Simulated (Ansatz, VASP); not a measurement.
# Two plane-wave programs on Fe

```
CELL_PARAMETERS angstrom
-1.44300 1.44300 1.44300
1.44300 -1.44300 1.44300
1.44300 1.44300 -1.44300
ATOMIC_POSITIONS crystal
Fe 0.00000 0.00000 0.00000
```

Alike in both runs: task band structure; functional LDA; k mesh 13 × 13 × 13; occupations fermi-dirac, width 0.05 eV; collinear spin, ferromagnetic start.

```csv
,VASP,Ansatz
version,VASP 6.6.1,Ansatz 0.2.0
potentials or method,"VASP PAW LDA potentials, release 64 (Fe)",Ansatz PAW
plane-wave cutoff (eV),520,420
valence electrons in the cell,8,16
```

```csv
,VASP,Ansatz,Ansatz less VASP
gap on the k mesh at the Fermi level (eV),none,none,-
pressure (GPa),-26.9,-25.9,+0.94
net moment per atom (μB),2.16,2.20,+0.041
size of the moment on the site where the two differ most (μB),2.15,2.23,+0.082
```

LDA's correlation is that of Perdew and Zunger in VASP and of Perdew and Wang (1992) in Ansatz. Site moments also hang on the region over which each program counts them. A gap of «none» marks a metal or a gap that the smearing closes. VASP's potentials hold 8 valence electrons a cell and Ansatz's 16, so a difference there can come from the potentials and not from the codes.
